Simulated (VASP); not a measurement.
# BP (ae) (I-4m2) in VASP: single point with PBEsol

Aim: the single point of BP (ae) with PBEsol.

Program: VASP 6.6.1. These are calculated values, not measurements. Logs are shortened: lines on timing, memory, paths and dates and some standing lists are left out, and cuts for length are marked.

## Step 1: The cell of the first run

The structure is tetragonal, space group I-4m2 (No. 119). Conventional cell: a = 3.072 Å, b = 3.072 Å, c = 4.603 Å, α = 90.00°, β = 90.00°, γ = 90.00°. Within 2.5 Å of B (site symmetry -4m2) lie 4 P at 1.92 Å. P (site symmetry -4m2) has 4 B at 1.92 Å within 2.5 Å.

## Step 2: Single point, PBEsol

INCAR

```
  PREC = Accurate
  ENCUT = 500
  EDIFF = 1E-6
  ISMEAR = 0
  SIGMA = 0.01
  LREAL = F
  LASPH = T
  NELM = 120
  ALGO = Normal
  ISIF = 2
  LWAVE = F
  LCHARG = F
  GGA = PS
  NBANDS = 11
  GGA_COMPAT = F
```

KPOINTS

```
Automatic mesh
0
Gamma
  10 10 10
```

POSCAR

```
BP
1.0
    0.0000000000      2.1719893105      2.3012622441
    2.1719893105      0.0000000000      2.3012622441
    2.1719893105      2.1719893105      0.0000000000
B P
1 1
Direct
    0.0000000000      0.0000000000      0.0000000000
    0.2500000000      0.2500000000      0.2500000000
```

Potentials or basis: VASP PAW PBE potentials, release 64 (B, P).

On the command line:

```bash
$ cat potpaw_PBE.64/B/POTCAR potpaw_PBE.64/P/POTCAR > POTCAR
$ mpirun -np 1 vasp_std > vasp.out
```

OUTCAR:

```text
PREC = Accurate
   ENCUT = 500
   EDIFF = 1E-6
   ISMEAR = 0
   LREAL = F
   LASPH = T
   NELM = 120
   ISIF = 2
   GGA = PS

 ion  position               nearest neighbor table
   1  0.000  0.000  0.000-   2 1.92   2 1.92   2 1.92   2 1.92
   2  0.250  0.250  0.250-   1 1.92   1 1.92   1 1.92   1 1.92

  LATTYP: Found a body centered tetragonal cell.
 ALAT       =     3.0716567402
 C/A-ratio  =     1.4983850337

  Lattice vectors:

 A1 = (  -2.1719893105,   0.0000000000,   2.3012622441)
 A2 = (   2.1719893105,   0.0000000000,   2.3012622441)
 A3 = (   0.0000000000,   2.1719893105,  -2.3012622441)

Analysis of symmetry for initial positions (statically):
=====================================================================
 Subroutine PRICEL returns:
 Original cell was already a primitive cell.

 Routine SETGRP: Setting up the symmetry group for a
 body centered tetragonal supercell.

 Subroutine GETGRP returns: Found  8 space group operations
 (whereof  8 operations were pure point group operations)
 out of a pool of 16 trial point group operations.

The static configuration has the point symmetry D_2d.

Analysis of symmetry for dynamics (positions and initial velocities):
=====================================================================
 Subroutine PRICEL returns:
 Original cell was already a primitive cell.

 Routine SETGRP: Setting up the symmetry group for a
 body centered tetragonal supercell.

 Subroutine GETGRP returns: Found  8 space group operations
 (whereof  8 operations were pure point group operations)
 out of a pool of 16 trial point group operations.

The dynamic configuration has the point symmetry D_2d.

 Subroutine INISYM returns: Found  8 space group operations
 (whereof  8 operations are pure point group operations),
 and found     1 'primitive' translations

----------------------------------------------------------------------------------------

                                     Primitive cell

  volume of cell :      21.7126

  direct lattice vectors                    reciprocal lattice vectors
     0.000000000  2.171989310  2.301262244    -0.230203711  0.230203711  0.217272065
     2.171989310  0.000000000  2.301262244     0.230203711 -0.230203711  0.217272065
     2.171989310  2.171989310  0.000000000     0.230203711  0.230203711 -0.217272065

  length of vectors
     3.164387062  3.164387062  3.071656740     0.391400878  0.391400878  0.391400878

  position of ions in fractional coordinates (direct lattice)
     0.000000000  0.000000000  0.000000000
     0.250000000  0.250000000  0.250000000

  ion indices of the primitive-cell ions
   primitive index   ion index
                 1           1
                 2           2

----------------------------------------------------------------------------------------

 KPOINTS: Automatic mesh

Automatic generation of k-mesh.
 Grid dimensions read from file:
 generate k-points for:   10   10   10

 Generating k-lattice:

  Cartesian coordinates                     Fractional coordinates (reciprocal lattice)
    -0.023020371  0.023020371  0.021727207     0.100000000  0.000000000  0.000000000
     0.023020371 -0.023020371  0.021727207     0.000000000  0.100000000  0.000000000
     0.023020371  0.023020371 -0.021727207     0.000000000  0.000000000  0.100000000

  Length of vectors
     0.039140088  0.039140088  0.039140088

  Shift w.r.t. Gamma in fractional coordinates (k-lattice)
     0.000000000  0.000000000  0.000000000

 Subroutine IBZKPT returns following result:
 ===========================================

 Found    102 irreducible k-points:

 Following reciprocal coordinates:
            Coordinates               Weight
  0.000000  0.000000  0.000000      1.000000
  0.100000  0.000000  0.000000      8.000000
  0.200000  0.000000  0.000000      8.000000
  0.300000  0.000000  0.000000      8.000000
  0.400000  0.000000  0.000000      8.000000
  0.500000  0.000000  0.000000      4.000000
[... 16 lines left out ...]
  0.300000  0.300000  0.000000      2.000000
  0.400000  0.300000  0.000000      8.000000
 [... further k-points ...]
   k-points           NKPTS =    102   k-points in BZ     NKDIM =    102   number of bands    NBANDS=     11
   number of dos      NEDOS =    301   number of ions     NIONS =      2
   total plane-waves  NPLWV =  13824
   dimension x,y,z NGX =    24 NGY =   24 NGZ =   24
   dimension x,y,z NGXF=    48 NGYF=   48 NGZF=   48
   ions per type =               1   1
   NGX,Y,Z   is equivalent  to a cutoff of  12.61, 12.61, 12.99 a.u.
   NGXF,Y,Z  is equivalent  to a cutoff of  25.22, 25.22, 25.98 a.u.
 SYSTEM =  unknown system
   PREC   = accura    normal or accurate (medium, high low for compatibility)
   ISTART =      0    job   : 0-new  1-cont  2-samecut
   ICHARG =      2    charge: 1-file 2-atom 10-const
   ISPIN  =      1    spin polarized calculation?
   LNONCOLLINEAR =      F non collinear calculations
   LSORBIT =      F    spin-orbit coupling
   LASPH  =      T    aspherical Exc in radial PAW
   ENCUT  =  500.0 eV  36.75 Ry    6.06 a.u.   5.77  5.77  5.60*2*pi/ulx,y,z
   NELM   =    120;   NELMIN=  2; NELMDL= -5     # of ELM steps
   EDIFF  = 0.1E-05   stopping-criterion for ELM
   LREAL  =      F    real-space projection
   EDIFFG = 0.1E-04   stopping-criterion for IOM
   NSW    =      0    number of steps for IOM
   IBRION =     -1    ionic relax: 0-MD 1-quasi-New 2-CG
   NFREE  =      0    steps in history (QN), initial steepest desc. (CG)
   ISIF   =      2    stress and relaxation
   ISYM   =      2    0-nonsym 1-usesym 2-fastsym
   POTIM  = 0.5000    time-step for ionic-motion
   TEBEG  =    0.0;   TEEND  =   0.0 temperature during run
   PSTRESS=    0.0 pullay stress
   NELECT =       8.0000    total number of electrons
   NUPDOWN=      -1.0000    fix difference up-down
   EMIN   =  10.00;   EMAX   =-10.00  energy-range for DOS
   EFERMI =   0.00;   METHOD = LEGACY
   ISMEAR =     0;   SIGMA  =   0.01  broadening in eV -4-tet -1-fermi 0-gaus
   EFERMI_NEDOS =   21; number of points for ismear=-14 and -15
   IALGO  =     38    algorithm
   IMIX   =      4    mixing-type and parameters
     AMIX     =   0.40;   BMIX     =  1.00
     AMIX_MAG =   1.60;   BMIX_MAG =  1.00
  volume/ion in A,a.u.               =      10.86        73.26
  Fermi-wavevector in a.u.,A,eV,Ry     =   1.173638  2.217855 18.741035  1.377427
  Thomas-Fermi vector in A             =   2.310048
   LORBIT       =      0    0 simple, 1 ext, 2 COOP (PROOUT), +10 PAW based schemes
   GGA     = PS    functional components
   LHFCALC =     F    Hartree Fock is set to
   AEXX    =    0.0000 exact exchange contribution
   IVDW    =     0    specifies the selected vdW correction
   LEPSILON=     F    determine dielectric tensor
   LRPA    =     F    only Hartree local field effects (RPA)
 non-spin polarized calculation
 Gauss-broadening in eV      SIGMA  =   0.01
  energy-cutoff  :      500.00
  volume of cell :       21.71
 maximum number of plane-waves:       568
   NGX = 11   NGY = 11   NGZ = 11

 number of electron       8.0000000 magnetization

 Free energy of the ion-electron system (eV)
  ---------------------------------------------------
  ext. energy  EPLUGINS =         0.00000000
  ---------------------------------------------------
  free energy    TOTEN  =       -13.57965503 eV

  energy without entropy =      -13.57965503  energy(sigma->0) =      -13.57965503

 E-fermi :   8.5529     XC(G=0): -11.3601

 val. band max:        8.5107322673   @ k =   0.0000   0.0000   0.0000
 cond. band min:       9.0952063169   @ k =   0.4000   0.0000   0.4000
 fundamental gap:      0.5844740496
 Fermi energy:         8.5528657825

 k-point     1 :       0.0000    0.0000    0.0000
  band No.  band energies     occupation
      1      -7.8699      2.00000
      2       7.8826      2.00000
      3       8.5107      2.00000
      4       8.5107      2.00000
      5      11.6945      0.00000
      6      11.6945      0.00000
      7      11.9947      0.00000
      8      16.7026      0.00000
      9      19.7392      0.00000
     10      20.0970      0.00000
     11      21.4716      0.00000

 k-point     2 :       0.1000    0.0000    0.0000
  band No.  band energies     occupation
      1      -7.6777      2.00000
      2       6.8777      2.00000
      3       7.8110      2.00000
      4       8.2167      2.00000
      5      12.0410      0.00000
      6      12.1463      0.00000
      7      12.5534      0.00000
      8      17.1372      0.00000
      9      19.1291      0.00000
     10      20.5616      0.00000
     11      20.7069      0.00000

 k-point     3 :       0.2000    0.0000    0.0000
  band No.  band energies     occupation
      1      -7.1075      2.00000
      2       4.4655      2.00000
      3       7.1109      2.00000
      4       7.6801      2.00000
      5      12.2913      0.00000
      6      12.9824      0.00000
      7      13.2246      0.00000
      8      18.0459      0.00000
      9      18.8248      0.00000
     10      19.6348      0.00000
     11      21.7060      0.00000

 k-point     4 :       0.3000    0.0000    0.0000
  band No.  band energies     occupation
      1      -6.1857      2.00000
      2       1.9721      2.00000
      3       6.5289      2.00000
      4       7.2301      2.00000
      5      12.1675      0.00000
      6      13.4316      0.00000
      7      13.4393      0.00000
      8      18.6405      0.00000
      9      19.8013      0.00000
     10      19.9339      0.00000
     11      22.2105      0.00000
[... 239 lines left out ...]
 k-point    22 :      -0.2000    0.2000    0.0000
  band No.  band energies     occupation
      1      -5.8057      2.00000
      2       2.6615      2.00000
      3       3.5231      2.00000
      4       7.4187      2.00000
      5      13.3044      0.00000
      6      13.7706      0.00000
      7      14.5380      0.00000
      8      16.9511      0.00000
      9      18.0302      0.00000
     10      22.4934      0.00000
     11      24.7756      0.00000

 k-point    23 :       0.3000    0.3000    0.0000
  band No.  band energies     occupation
      1      -5.7784      2.00000
      2       2.8743      2.00000
      3       5.2162      2.00000
      4       5.2162      2.00000
      5      10.1504      0.00000
      6      12.2290      0.00000
      7      17.5690      0.00000
      8      17.5690      0.00000
      9      21.7108      0.00000
     10      23.6203      0.00000
     11      25.1610      0.00000

 k-point    24 :       0.4000    0.3000    0.0000
  band No.  band energies     occupation
      1      -4.9381      2.00000
      2       1.6038      2.00000
      3       4.1358      2.00000
      4       4.9348      2.00000
      5      10.4433      0.00000
      6      12.1959      0.00000
      7      18.2140      0.00000
      8      18.3090      0.00000
      9      22.5865      0.00000
     10      24.2661      0.00000
     11      25.8987      0.00000

 [... further k-points ...]
[... 5 lines left out ...]
  --------------------------------------------------------------------------------------
  -------------------------------------------------------------------------------------
  Total        2.3734072      2.3734072      0.0138699      0.0000000     -0.0000000      0.0000000
  in kB      175.1343597    175.1343597      1.0234652      0.0000000     -0.0000000      0.0000000
  external PRESSURE =     117.0973949 kB  Pullay stress =       0.0000000 kB

 VOLUME and BASIS-vectors are now :
 -----------------------------------------------------------------------------
  energy-cutoff  :      500.00
  volume of cell :       21.71
      direct lattice vectors                 reciprocal lattice vectors
     0.000000000  2.171989310  2.301262244    -0.230203711  0.230203711  0.217272065
     2.171989310  0.000000000  2.301262244     0.230203711 -0.230203711  0.217272065
     2.171989310  2.171989310  0.000000000     0.230203711  0.230203711 -0.217272065

 POSITION                                       TOTAL-FORCE (eV/Angst)
 -----------------------------------------------------------------------------------
      0.00000      0.00000      0.00000         0.000000      0.000000      0.000000
      1.08599      1.08599      1.15063        -0.000000     -0.000000      0.000000
 -----------------------------------------------------------------------------------
    total drift:                               -0.000000     -0.000000      0.000000

  FREE ENERGIE OF THE ION-ELECTRON SYSTEM (eV)
  ---------------------------------------------------
  free  energy   TOTEN  =       -13.5796550319 eV

  energy  without entropy=      -13.5796550319  energy(sigma->0) =      -13.57965503
```

It took 15 s on 1 thread of Intel Xeon Platinum 8488C (Sapphire Rapids), shared host; peak memory 0.15 GiB.

Results:

| Item | Value |
| --- | --- |
| Free energy | -13.5797 eV |
| Pressure | 11.7 GPa |
| Band gap on the k mesh | 0.58 eV, indirect (least direct gap 3.18 eV) |

Stress tensor (GPa, compression positive):
```
17.51  0.00  0.00
 0.00 17.51  0.00
 0.00  0.00  0.10
```

Caveat: the PAW data sets were made with another functional, which shifts forces and pressure a little. A k mesh can miss the band edges.
